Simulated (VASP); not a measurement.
C, 4 atoms in the cell. Symmetry: P6_3/mmc, No. 194, hexagonal system. The conventional cell has a = 2.428 Å, b = 2.428 Å, c = 5.816 Å, α = 90.00°, β = 90.00°, γ = 120.00°. C (site symmetry -6m2) has 3 C at 1.40 Å within 1.9 Å. Within 1.9 Å of C (site symmetry -6m2) lie 3 C at 1.40 Å. 

| Quantity | Value |
| --- | --- |
| Program | VASP 6.6.1 |
| Task | elastic constants |
| Functional | LDA |
| Potentials or basis | VASP PAW LDA potentials, release 64 (C) |
| Cutoff | 600 eV |
| k mesh | 10 × 10 × 4 |
| Occupations | gaussian, width 0.01 eV |
| Spin | no spin polarisation |
| Dipole correction | no |
| Ions in elastic constants | relaxed |
| Further INCAR settings | ALGO = Normal; EDIFF = 1e-08; IBRION = 6; POTIM = 0.015; NSW = 1; ISIF = 3 |

Potentials or basis: VASP PAW LDA potentials, release 64 (C).

Run with:

```console
$ cat potpaw_LDA.64/C/POTCAR > POTCAR
$ mpirun -np 1 vasp_std > vasp.out
```

Hardware: 1 thread of AMD EPYC 7R13, with other jobs on the host.

Problem. Estimate the wall time of this run.

Solution. It took 11 min on 1 thread of AMD EPYC 7R13 (shared host), peak memory 0.2 GiB. Counts: scf iterations 183, k points 42.
